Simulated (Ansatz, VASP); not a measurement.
## MoS2 in VASP and in Ansatz

The input INCAR:

```
SYSTEM = MoS2
PREC = Accurate
ENCUT = 520
EDIFF = 1E-6
ISMEAR = 1
SIGMA = 0.1
LREAL = .False.
LASPH = .True.
NELM = 100
ALGO = Normal
ISIF = 2
LWAVE = .False.
LCHARG = .False.
GGA = PS
NBANDS = 20
```

File KPOINTS:

```
Automatic mesh
0
Gamma
  6 6 3
  0 0 0
```

POSCAR

```
MoS2
1.0
    3.2327099600      0.0408178038      0.0029649251
   -1.5810062611      2.8080445344      0.0062603994
    0.0057896173      0.0174790350      6.4380043791
Mo S
1 2
Direct
    0.0064100000      0.9986900000      0.4964200000
    0.3317800000      0.6689500000      0.2568600000
    0.6718800000      0.3327600000      0.7465300000
```

Input for Ansatz:

```yaml
crystal:
  lattice:
    - [3.232709959986277, 0.04081780378560697, 0.002964925133874764]
    - [-1.5810062610828546, 2.8080445343925122, 0.006260399353620701]
    - [0.005789617322228424, 0.017479034995308996, 6.4380043791231785]
  atoms:
    - { symbol: Mo, position: [0.00641, 0.99869, 0.49642] }
    - { symbol: S, position: [0.33178, 0.66895, 0.25686] }
    - { symbol: S, position: [0.67188, 0.33276, 0.74653] }
basis:
  ecutwfc: 540.0
  xc_grid: 2
kpoints:
  mp_grid:
    grid: [6, 6, 3]
hamiltonian:
  xc: pbesol
scf:
  convergence:
    dr2_threshold: 1.0e-09
  occupations:
    method: cold
    width: 0.1
output:
  forces: true
  stress: true
```

Alike in both runs: task single point; functional PBEsol; k mesh 6 × 6 × 3; no spin polarisation.

|  | VASP | Ansatz |
| --- | --- | --- |
| version | VASP 6.6.1 | Ansatz 0.2.0 |
| potentials or method | VASP PAW PBE potentials, release 64 (Mo_sv, S), cutoff 520 eV | plane waves, PAW |
| occupations | methfessel-paxton of order 1, width 0.1 eV | cold, width 0.1 eV |
| valence electrons in the cell | 26 | 26 |

Ansatz gave:

```
pressure (GPa)                                                : -7.3
traceless stress, the component that is largest in VASP (GPa) : -2.73
rms of the force components (eV/Å)                            : 0.430
```

Problem. Estimate VASP's values.

Solution. Pressure (GPa): -7.3; traceless stress, the component that is largest in VASP (GPa): -2.76; rms of the force components (eV/Å): 0.431.

VASP's potentials were made for PBE, not for PBEsol. Atom by atom the forces differ by 0.004 eV/Å (rms over components). Ansatz's warnings: stress scf threshold loose.

The k mesh is coarse, so the values compare programs but aren't converged.
